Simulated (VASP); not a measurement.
A run of VASP 6.6.1 is set up as follows.

The input INCAR:

```
SYSTEM = Cu4O
  PREC = Accurate
  ENCUT = 820
  EDIFF = 1E-6
  ISMEAR = 0
  SIGMA = 0.1
  LREAL = .FALSE.
  LASPH = .TRUE.
  NELM = 200
  ALGO = Normal
  ISIF = 2
  LWAVE = .FALSE.
  LCHARG = .FALSE.
  ISPIN = 2
  MAGMOM = 1 1 1 1 0
  LORBIT = 11
  LMAXMIX = 4
  GGA = PE
  NBANDS = 53
  GGA_COMPAT = .FALSE.
```

The input KPOINTS:

```
regular mesh
0
G
  6 6 4
  0 0 0
```

The input POSCAR:

```
Cu4O
1.0
    4.9666098988      0.0000000029      0.0000000000
   -2.4833049519      4.3012103416      0.0000000000
    0.0000000000      0.0000000000      3.5731575517
Cu O
4 1
Direct
    0.0000000000      0.0000000000      0.0000000000
    0.5000000000      0.0000000000      0.0000000000
    0.0000000000      0.5000000000      0.0000000000
    0.5000000000      0.5000000000      0.0000000000
    0.0000000000      0.0000000000      0.5000000000
```

Potentials or basis: VASP PAW PBE potentials, release 64 (Cu_sv_GW, O).

Launch:

```console
$ cat potpaw_PBE.64/Cu_sv_GW/POTCAR potpaw_PBE.64/O/POTCAR > POTCAR
$ mpirun -np 1 vasp_std > vasp.out
```

Q: What does it give for the pressure?

A: -1.0 GPa.

Q: What does it give for the net moment?

A: 0.00 μB per cell.

Q: What does it give for the band gap on the k mesh?

A: Zero (filled and empty bands overlap).

Caveat: the k points lie up to 0.44 Å⁻¹ apart, too coarse for converged energies and pressures of a metal. With open d or f shells a metallic result of PBE can be an artefact of self-interaction; +U or a hybrid may open a gap.
